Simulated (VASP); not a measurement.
# H10CO5 in VASP: a series of runs

The runs below take H10CO5 through single point, molecular dynamics, with PBE+D3(BJ).

All numbers are computed with VASP 6.6.1; they aren't measurements. Logs are shortened: lines on timing, memory, paths and dates and some standing lists are left out, and cuts for length are marked.

### 1 The cell of the first run

The cell holds a disordered packing, 16 atoms: a = 6.174 Å, b = 6.174 Å, c = 6.174 Å, α = 90.00°, β = 90.00°, γ = 90.00°.

### 2 Single point, PBE+D3(BJ)

INCAR reads:

```
SYSTEM = H10CO5
PREC = Accurate
ENCUT = 520
EDIFF = 1E-6
ISMEAR = -1
SIGMA = 0.002
LREAL = Auto
LASPH = .True.
NELM = 60
ALGO = Normal
ISIF = 2
LWAVE = .False.
LCHARG = .False.
GGA = PE
IVDW = 12
NBANDS = 36
```

KPOINTS reads:

```
regular mesh
0
Gamma
  1 1 1
  0 0 0
```

POSCAR reads:

```
H10CO5
1.0
    6.1736310000      0.0000000000      0.0000000000
    0.0000000000      6.1736310000      0.0000000000
    0.0000000000      0.0000000000      6.1736310000
O H C
5 10 1
Direct
    0.2877884992      0.6402553052      0.9917178400
    1.1252373198      0.2751055254      0.7800433813
   -0.1151996289      0.8880025385      0.0208629249
    0.3507336282      0.8301597553      0.4792317519
    0.7657730111      0.2659213030      0.4917203506
    0.3415170100      0.5223182273      1.0742948518
    0.2207452956      0.5556373551      0.8787211286
    1.0257496763      0.2477148375      0.6525171329
    1.1420831598      0.1258902581      0.8267419935
   -0.0970741530      0.9426705289      0.1729290267
   -0.0322176690      0.7594558211      0.0324282420
    0.4139055282      0.7783425994      0.3428290418
    0.4050128684      0.7691097832      0.6167521188
    0.6475443706      0.0398468908      0.6952634519
    0.4762189383      0.2884040203      0.6151485244
    0.6197163387      0.2010648191      0.6111962312
```

Potentials or basis: VASP PAW PBE potentials, release 64 (O, H, C).

On the command line:

```console
$ cat potpaw_PBE.64/O/POTCAR potpaw_PBE.64/H/POTCAR potpaw_PBE.64/C/POTCAR > POTCAR
$ mpirun -np 1 vasp_gam > vasp.out
```

OUTCAR:

```text
SYSTEM = H10CO5
   PREC = Accurate
   ENCUT = 520
   EDIFF = 1E-6
   ISMEAR = -1
   LREAL = Auto
   LASPH = .True.
   NELM = 60
   ISIF = 2
   GGA = PE
   IVDW = 12
 IVDW          = 12

 ion  position               nearest neighbor table
   1  0.288  0.640  0.992-   6 0.95   7 0.96
   2  0.125  0.275  0.780-   9 0.97   8 1.01
   3  0.885  0.888  0.021-  11 0.95  10 1.00
   4  0.351  0.830  0.479-  12 0.98  13 0.99
   5  0.766  0.266  0.492-  16 1.23
   6  0.342  0.522  0.074-   1 0.95
   7  0.221  0.556  0.879-   1 0.96
   8  0.026  0.248  0.653-   2 1.01
   9  0.142  0.126  0.827-   2 0.97
  10  0.903  0.943  0.173-   3 1.00
  11  0.968  0.759  0.032-   3 0.95
  12  0.414  0.778  0.343-   4 0.98
  13  0.405  0.769  0.617-   4 0.99
  14  0.648  0.040  0.695-  16 1.14
  15  0.476  0.288  0.615-  16 1.04
  16  0.620  0.201  0.611-  15 1.04  14 1.14   5 1.23

  LATTYP: Found a simple cubic cell.
 ALAT       =     6.1736310000

  Lattice vectors:

 A1 = (   6.1736310000,   0.0000000000,   0.0000000000)
 A2 = (   0.0000000000,   6.1736310000,   0.0000000000)
 A3 = (   0.0000000000,   0.0000000000,   6.1736310000)

Analysis of symmetry for initial positions (statically):
=====================================================================
 Subroutine PRICEL returns:
 Original cell was already a primitive cell.

 Routine SETGRP: Setting up the symmetry group for a
 simple cubic supercell.

 Subroutine GETGRP returns: Found  1 space group operations
 (whereof  1 operations were pure point group operations)
 out of a pool of 48 trial point group operations.

The static configuration has the point symmetry C_1 .

Analysis of symmetry for dynamics (positions and initial velocities):
=====================================================================
 Subroutine PRICEL returns:
 Original cell was already a primitive cell.

 Routine SETGRP: Setting up the symmetry group for a
 simple cubic supercell.

 Subroutine GETGRP returns: Found  1 space group operations
 (whereof  1 operations were pure point group operations)
 out of a pool of 48 trial point group operations.

The dynamic configuration has the point symmetry C_1 .

 Subroutine INISYM returns: Found  1 space group operations
 (whereof  1 operations are pure point group operations),
 and found     1 'primitive' translations

----------------------------------------------------------------------------------------

                                     Primitive cell

  volume of cell :     235.3000

  direct lattice vectors                    reciprocal lattice vectors
     6.173631000  0.000000000  0.000000000     0.161979231  0.000000000  0.000000000
     0.000000000  6.173631000  0.000000000     0.000000000  0.161979231  0.000000000
     0.000000000  0.000000000  6.173631000     0.000000000  0.000000000  0.161979231

  length of vectors
     6.173631000  6.173631000  6.173631000     0.161979231  0.161979231  0.161979231

  position of ions in fractional coordinates (direct lattice)
     0.287788499  0.640255305  0.991717840
     0.125237320  0.275105525  0.780043381
     0.884800371  0.888002538  0.020862925
     0.350733628  0.830159755  0.479231752
     0.765773011  0.265921303  0.491720351
     0.341517010  0.522318227  0.074294852
[... 8 lines left out ...]
     0.476218938  0.288404020  0.615148524
     0.619716339  0.201064819  0.611196231

  ion indices of the primitive-cell ions
   primitive index   ion index
                 1           1
                 2           2
                 3           3
                 4           4
                 5           5
                 6           6
[... 8 lines left out ...]
                15          15
                16          16

----------------------------------------------------------------------------------------

 KPOINTS: regular mesh

Automatic generation of k-mesh.
 Grid dimensions read from file:
 generate k-points for:    1    1    1

 Generating k-lattice:

  Cartesian coordinates                     Fractional coordinates (reciprocal lattice)
     0.161979231  0.000000000  0.000000000     1.000000000  0.000000000  0.000000000
     0.000000000  0.161979231  0.000000000     0.000000000  1.000000000  0.000000000
     0.000000000  0.000000000  0.161979231     0.000000000  0.000000000  1.000000000

  Length of vectors
     0.161979231  0.161979231  0.161979231

  Shift w.r.t. Gamma in fractional coordinates (k-lattice)
     0.000000000  0.000000000  0.000000000

 Subroutine IBZKPT returns following result:
 ===========================================

 Found      1 irreducible k-points:

 Following reciprocal coordinates:
            Coordinates               Weight
  0.000000  0.000000  0.000000      1.000000
   k-points           NKPTS =      1   k-points in BZ     NKDIM =      1   number of bands    NBANDS=     36
   number of dos      NEDOS =    301   number of ions     NIONS =     16
   total plane-waves  NPLWV = 110592
   dimension x,y,z NGX =    48 NGY =   48 NGZ =   48
   dimension x,y,z NGXF=    96 NGYF=   96 NGZF=   96
   ions per type =               5  10   1
   NGX,Y,Z   is equivalent  to a cutoff of  12.93, 12.93, 12.93 a.u.
   NGXF,Y,Z  is equivalent  to a cutoff of  25.85, 25.85, 25.85 a.u.
 SYSTEM =  H10CO5
   PREC   = accura    normal or accurate (medium, high low for compatibility)
   ISTART =      0    job   : 0-new  1-cont  2-samecut
   ICHARG =      2    charge: 1-file 2-atom 10-const
   ISPIN  =      1    spin polarized calculation?
   LNONCOLLINEAR =      F non collinear calculations
   LSORBIT =      F    spin-orbit coupling
   LASPH  =      T    aspherical Exc in radial PAW
   ENCUT  =  520.0 eV  38.22 Ry    6.18 a.u.  11.48 11.48 11.48*2*pi/ulx,y,z
   NELM   =     60;   NELMIN=  2; NELMDL= -5     # of ELM steps
   EDIFF  = 0.1E-05   stopping-criterion for ELM
   LREAL  =      T    real-space projection
   EDIFFG = 0.1E-04   stopping-criterion for IOM
   NSW    =      0    number of steps for IOM
   IBRION =     -1    ionic relax: 0-MD 1-quasi-New 2-CG
   NFREE  =      0    steps in history (QN), initial steepest desc. (CG)
   ISIF   =      2    stress and relaxation
   ISYM   =      2    0-nonsym 1-usesym 2-fastsym
   POTIM  = 0.5000    time-step for ionic-motion
   TEBEG  =    0.0;   TEEND  =   0.0 temperature during run
   PSTRESS=    0.0 pullay stress
   NELECT =      44.0000    total number of electrons
   NUPDOWN=      -1.0000    fix difference up-down
   EMIN   =  10.00;   EMAX   =-10.00  energy-range for DOS
   EFERMI =   0.00;   METHOD = LEGACY
   ISMEAR =    -1;   SIGMA  =   0.00  broadening in eV -4-tet -1-fermi 0-gaus
   EFERMI_NEDOS =   21; number of points for ismear=-14 and -15
   IALGO  =     38    algorithm
   IMIX   =      4    mixing-type and parameters
     AMIX     =   0.40;   BMIX     =  1.00
     AMIX_MAG =   1.60;   BMIX_MAG =  1.00
  volume/ion in A,a.u.               =      14.71        99.24
  Fermi-wavevector in a.u.,A,eV,Ry     =   0.936164  1.769093 11.924175  0.876402
  Thomas-Fermi vector in A             =   2.063145
   LORBIT       =      0    0 simple, 1 ext, 2 COOP (PROOUT), +10 PAW based schemes
   GGA     = PE    functional components
   LHFCALC =     F    Hartree Fock is set to
   AEXX    =    0.0000 exact exchange contribution
   IVDW    =    12    specifies the selected vdW correction
   LEPSILON=     F    determine dielectric tensor
   LRPA    =     F    only Hartree local field effects (RPA)
 non-spin polarized calculation
  energy-cutoff  :      520.00
  volume of cell :      235.30
 maximum number of plane-waves:      3178
 NGX is ok and might be reduce to    48
   NGX = 23   NGY = 23   NGZ = 23

 number of electron      44.0000000 magnetization

 Free energy of the ion-electron system (eV)
  ---------------------------------------------------
  ext. energy  EPLUGINS =         0.00000000
  ---------------------------------------------------
  free energy    TOTEN  =       -79.69215296 eV

  energy without entropy =      -79.69215296  energy(sigma->0) =      -79.69215296

 E-fermi :  -3.8136     XC(G=0):  -5.6547

 val. band max:       -3.9399890049   @ k =   0.0000   0.0000   0.0000
 cond. band min:      -0.3735001760   @ k =   0.0000   0.0000   0.0000
 fundamental gap:      3.5664888289
 Fermi energy:        -3.8136151381

 k-point     1 :       0.0000    0.0000    0.0000
  band No.  band energies     occupation
      1     -24.2406      2.00000
      2     -23.4834      2.00000
      3     -22.7405      2.00000
      4     -22.7163      2.00000
      5     -22.6594      2.00000
      6     -13.3677      2.00000
[... 26 lines left out ...]
     33       6.2170      0.00000
     34       6.5969      0.00000
 [bands above 34 left out]

------------------------ aborting loop because EDIFF is reached ----------------------------------------

 Edisp (eV)   -0.40852

 E8    (eV) :    -0.0859

  FORCE on cell =-STRESS in cart. coord.  units (eV):
  Direction    XX          YY          ZZ          XY          YZ          ZX
  --------------------------------------------------------------------------------------
  -------------------------------------------------------------------------------------
  Total       2.61549     1.41376    -3.56838    -2.05391    -0.30152    -0.37313
  in kB      17.80909     9.62643   -24.29742   -13.98522    -2.05304    -2.54070
  external pressure =        1.05 kB  Pullay stress =        0.00 kB

 VOLUME and BASIS-vectors are now :
 -----------------------------------------------------------------------------
  energy-cutoff  :      520.00
  volume of cell :      235.30
      direct lattice vectors                 reciprocal lattice vectors
     6.173631000  0.000000000  0.000000000     0.161979231  0.000000000  0.000000000
     0.000000000  6.173631000  0.000000000     0.000000000  0.161979231  0.000000000
     0.000000000  0.000000000  6.173631000     0.000000000  0.000000000  0.161979231

 POSITION                                       TOTAL-FORCE (eV/Angst)
 -----------------------------------------------------------------------------------
      1.77670      3.95270      6.12250        -0.080441      1.001178     -0.271954
      0.77317      1.69840      4.81570        -0.726767     -0.366321     -1.362128
      5.46243      5.48220      0.12880        -0.621166      1.647490      1.459282
      2.16530      5.12510      2.95860        -0.430043      0.469211      0.266771
      4.72760      1.64170      3.03570         0.232999      0.238388      0.122650
      2.10840      3.22460      0.45867         0.652525     -0.828662      1.014786
[... 8 lines left out ...]
      2.94000      1.78050      3.79770        -2.383435      0.964324      0.517871
      3.82590      1.24130      3.77330         2.703052     -2.144965     -0.772826
 -----------------------------------------------------------------------------------
    total drift:                                0.014437      0.004329      0.000950

  FREE ENERGIE OF THE ION-ELECTRON SYSTEM (eV)
  ---------------------------------------------------
  free  energy   TOTEN  =       -80.1006749830 eV

  energy  without entropy=      -80.1006749830  energy(sigma->0) =      -80.10067498
```

Wall time 20 s (1 thread of Intel Xeon Platinum 8259CL at 2.50GHz (Skylake/Cascade Lake), shared host); peak memory 0.31 GiB.

Results:

```yaml
Free_energy: -80.1007 eV
Pressure: 0.1 GPa
Largest_force: 3.536 eV/Å
Dispersion_energy_per_atom: -0.026 eV
```

Forces in eV/Å, atoms in the order of the input:
```
O   -0.080  1.001 -0.272
O   -0.727 -0.366 -1.362
O   -0.621  1.647  1.459
O   -0.430  0.469  0.267
O    0.233  0.238  0.123
H    0.653 -0.829  1.015
H   -0.578 -0.464 -0.799
H    0.505  0.645  0.706
H    0.085 -0.187  0.579
H   -0.326 -0.044 -1.237
H    1.031 -1.439 -0.197
H    0.195 -0.216  0.975
H    0.222 -0.186 -1.184
H   -0.480  0.910  0.183
H   -2.383  0.964  0.518
C    2.703 -2.145 -0.773
```

Stress tensor (GPa, compression positive):
```
 1.78 -1.40 -0.25
-1.40  0.96 -0.21
-0.25 -0.21 -2.43
```

Levels at points of the mesh, in eV from the Fermi level:
| k point | band 18 | band 19 | band 20 | band 21 | band 22 | band 23 | band 24 | band 25 | band 26 | band 27 |
| --- | --- | --- | --- | --- | --- | --- | --- | --- | --- | --- |
| (0.00, 0.00, 0.00) | -1.56 | -1.22 | -1.01 | -0.81 | -0.13 | 3.44 | 4.00 | 6.97 | 7.21 | 7.66 |

Caveat: the k points lie up to 1.02 Å⁻¹ apart, too coarse for converged energies, forces and pressures; the atoms stand as in a frame of molecular dynamics.

### 3 Single point, PBE+D3(BJ)

INCAR reads:

```
SYSTEM = H10CO5
PREC = Accurate ; ENCUT = 520
EDIFF = 1E-7 ; ISMEAR = -1
SIGMA = 0.002 ; LREAL = Auto
LASPH = .TRUE. ; NELM = 60
ALGO = Normal ; ISIF = 2
LWAVE = .FALSE. ; LCHARG = .FALSE.
GGA = PE ; IVDW = 12
NBANDS = 36
```

KPOINTS reads:

```
regular mesh
0
G
  1 1 1
  0 0 0
```

POSCAR reads:

```
H10CO5
1.0
    6.1736310000      0.0000000000      0.0000000000
    0.0000000000      6.1736310000      0.0000000000
    0.0000000000      0.0000000000      6.1736310000
O H C
5 10 1
Direct
    0.2784908913      0.6378580126      1.0072030544
    1.1587508227      0.2784746934      0.7505793592
   -0.1337300529      0.8473943454      0.0537609067
    0.3574719642      0.8151766764      0.5123565046
    0.7519075889      0.3110163209      0.4644592461
    0.3696366045      0.5445903715      1.0838192305
    0.2102652394      0.5214435395      0.9020299399
    1.0412510887      0.2787176623      0.6419236913
    1.1680970243      0.1599868862      0.8524804932
   -0.0866426905      0.8588462770      0.2091799785
   -0.0299013660      0.7680083244     -0.0379193379
    0.3455178970      0.8329296001      0.3621855598
    0.4410370493      0.6715820884      0.5178961943
    0.6291921237      0.2073820091      0.7690935853
    0.4883511826      0.1338272404      0.5251852597
    0.6188902447      0.2181536279      0.5850527834
```

Potentials or basis: VASP PAW PBE potentials, release 64 (O, H, C).

On the command line:

```console
$ cat potpaw_PBE.64/O/POTCAR potpaw_PBE.64/H/POTCAR potpaw_PBE.64/C/POTCAR > POTCAR
$ mpirun -np 1 vasp_gam > vasp.out
```

Run time: 22 s. Hardware: 1 thread of Intel Xeon Platinum 8259CL at 2.50GHz (Skylake/Cascade Lake), shared host; peak memory 0.31 GiB.

It converged, with:

```yaml
Free_energy: -79.7163 eV
Pressure: -1.0 GPa
Largest_force: 3.324 eV/Å
Dispersion_energy_per_atom: -0.025 eV
```

Forces on the atoms (eV/Å):
```
O   -2.122 -0.657 -2.473
O    0.514  1.267 -0.318
O   -0.256  0.524  0.631
O    1.297 -2.329  1.823
O   -0.669 -0.662  1.245
H    1.563 -1.088  1.313
H    0.786  1.418  1.044
H    0.043 -0.554  0.721
H   -0.814 -0.515 -0.389
H    0.107 -0.544 -1.828
H    0.034  0.260  1.301
H   -0.362  0.376 -2.278
H   -1.025  1.780  0.305
H    0.507  0.331 -0.596
H   -2.259 -1.216 -1.240
C    2.656  1.608  0.740
```

Stress tensor (GPa, compression positive):
```
 0.42  0.50  1.23
 0.50 -1.21 -0.59
 1.23 -0.59 -2.26
```

Levels at points of the mesh, in eV from the Fermi level:
| k point | band 19 | band 20 | band 21 | band 22 | band 23 | band 24 | band 25 | band 26 |
| --- | --- | --- | --- | --- | --- | --- | --- | --- |
| (0.00, 0.00, 0.00) | -1.17 | -0.50 | -0.43 | -0.09 | 3.39 | 4.06 | 6.83 | 7.34 |

Caveat: the k points lie up to 1.02 Å⁻¹ apart, too coarse for converged energies, forces and pressures; the atoms stand as in a frame of molecular dynamics.

(Part 1 of 2 ends here.)
